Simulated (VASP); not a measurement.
A run of VASP 6.6.1:

Contents of INCAR:

```
ALGO     = Fast           # electronic algorithm
EDIFF    = 1E-6           # SCF threshold, eV
ENCUT    = 520            # plane-wave cutoff, eV
GGA      = PS             # functional
ISIF     = 2              # what is computed and relaxed
ISMEAR   = 0              # smearing method
LASPH    = True           # aspherical terms in the spheres
LCHARG   = False          # write CHGCAR
LREAL    = False          # projectors in reciprocal space
LWAVE    = False          # write WAVECAR
NBANDS   = 12             # bands
NELM     = 60             # most SCF steps
PREC     = Accurate       # precision mode
SIGMA    = 0.15           # smearing width, eV
```

KPOINTS

```
k-points
0
Gamma
  20 20 20
```

The input POSCAR:

```
In
1.0
   -1.7248831921      1.7248831921      2.2423481498
    1.7248831921     -1.7248831921      2.2423481498
    1.7248831921      1.7248831921     -2.2423481498
In
1
Direct
    0.0000000000      0.0000000000      0.0000000000
```

Potentials or basis: VASP PAW PBE potentials, release 64 (In_d).

Launch:

```sh
$ cat potpaw_PBE.64/In_d/POTCAR > POTCAR
$ mpirun -np 1 vasp_std > vasp.out
```

Hardware: 1 thread of AMD EPYC 7R13, on a shared host.

Task: Estimate the wall time of this run.

Result: Wall time 7.7 min on 1 thread of AMD EPYC 7R13, with other jobs on the host, peak memory 0.32 GiB. Counts: scf iterations 14, k points 641.
